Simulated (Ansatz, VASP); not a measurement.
**One calculation of SnO, two programs**

```
Sn O
1.0
     3.70930    0.00000    0.00000
     0.00000    3.70930    0.00000
     0.00000    0.00000    4.65623
Sn O
2 2
Direct
  0.00000 0.50000 0.24560
  0.50000 0.00000 0.75440
  0.00000 0.00000 0.00000
  0.50000 0.50000 0.00000
```

Alike in both runs: task single point; functional LDA; k mesh 10 × 10 × 8; occupations gaussian, width 0.15 eV; no spin polarisation.

|  | VASP | Ansatz |
| --- | --- | --- |
| version | VASP 6.6.1 | Ansatz 0.2.0 |
| potentials or method | VASP PAW LDA potentials, release 64 (Sn_d, O), cutoff 520 eV | scalar-relativistic, plane waves, PAW |
| valence electrons in the cell | 40 | 40 |

VASP gave:

* gap on the k mesh at the Fermi level (eV): none
* pressure (GPa): 4.3
* traceless stress, the component that is largest in VASP (GPa): -1.32
* rms of the force components (eV/Å): 0.224

**Question.** What did Ansatz give for the same quantities?

**Answer.** gap on the k mesh at the Fermi level (eV): none; pressure (GPa): 3.7; traceless stress, the component that is largest in VASP (GPa): -1.32; rms of the force components (eV/Å): 0.161.

Ansatz warns that its potentials were made for another functional, while VASP's fit it. LDA's correlation is that of Perdew and Zunger in VASP and of Perdew and Wang (1992) in Ansatz. Atom by atom the forces differ by 0.063 eV/Å (rms over components). A gap of «none» marks a metal or a gap that the smearing closes.
